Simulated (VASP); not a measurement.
A run of VASP 6.6.1:

The input INCAR:

```
SYSTEM = HfN
ALGO = Normal
EDIFF = 1E-6
ENCUT = 520
GGA = PS
ISIF = 2
ISMEAR = -1
LASPH = .TRUE.
LCHARG = .FALSE.
LREAL = .FALSE.
LWAVE = .FALSE.
NBANDS = 14
NELM = 60
PREC = Accurate
SIGMA = 0.08
```

File KPOINTS:

```
k-points
0
G
  15 15 15
  0 0 0
```

File POSCAR:

```
HfN
1.0
    0.0000000000      2.0894181926      2.0894181926
    2.0894181926      0.0000000000      2.0894181926
    2.0894181926      2.0894181926      0.0000000000
Hf N
1 1
Direct
    0.0000000000      0.0000000000      0.0000000000
    0.5000000000      0.5000000000      0.5000000000
```

Potentials or basis: VASP PAW PBE potentials, release 64 (Hf_pv, N).

Run with:

```sh
$ cat potpaw_PBE.64/Hf_pv/POTCAR potpaw_PBE.64/N/POTCAR > POTCAR
$ mpirun -np 1 vasp_std > vasp.out
```

Hardware: 1 thread of Intel(R) Xeon(R) Platinum 8488C (Sapphire Rapids), with other jobs on the host.

Task: Estimate the wall time of this run.

Result: It took 16 s on 1 thread of Intel(R) Xeon(R) Platinum 8488C (Sapphire Rapids) (shared host), peak memory 0.16 GiB. Counts: scf iterations 13, k points 120.
